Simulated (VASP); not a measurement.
A run of VASP 6.6.1 is set up as follows.

The input INCAR:

```
SYSTEM = CaZr
PREC = Accurate
ENCUT = 520
EDIFF = 1E-6
ISMEAR = 0
SIGMA = 0.1
LREAL = .False.
LASPH = .True.
NELM = 60
ALGO = Normal
ISIF = 2
LWAVE = .False.
LCHARG = .True.
GGA = PE
LELF = .True.
LVHAR = .True.
NBANDS = 18
```

KPOINTS

```
Automatic mesh
0
Gamma
  6 6 4
  0 0 0
```

File POSCAR:

```
CaZr
1.0
    3.2603926561      0.0000000000      0.0000000000
    0.0000000000      3.2603926561      0.0000000000
    0.0000000000      0.0000000000      5.3016756667
Ca Zr
1 1
Direct
    0.5000000000      0.5000000000      0.5000000000
    0.0000000000      0.0000000000      0.0000000000
```

Potentials or basis: VASP PAW PBE potentials, release 64 (Ca_sv, Zr_sv).

Run with:

```sh
$ cat potpaw_PBE.64/Ca_sv/POTCAR potpaw_PBE.64/Zr_sv/POTCAR > POTCAR
$ mpirun -np 1 vasp_std > vasp.out
```

Task: Estimate the band gap on the k mesh.

Result: Zero (bands 11 and 12 overlap by 1.21 eV).

Task: What does it give for the pressure?

Result: 0.1 GPa.

Stress tensor (GPa, compression positive):
```
0.05 0.00 0.00
0.00 0.05 0.00
0.00 0.00 0.14
```
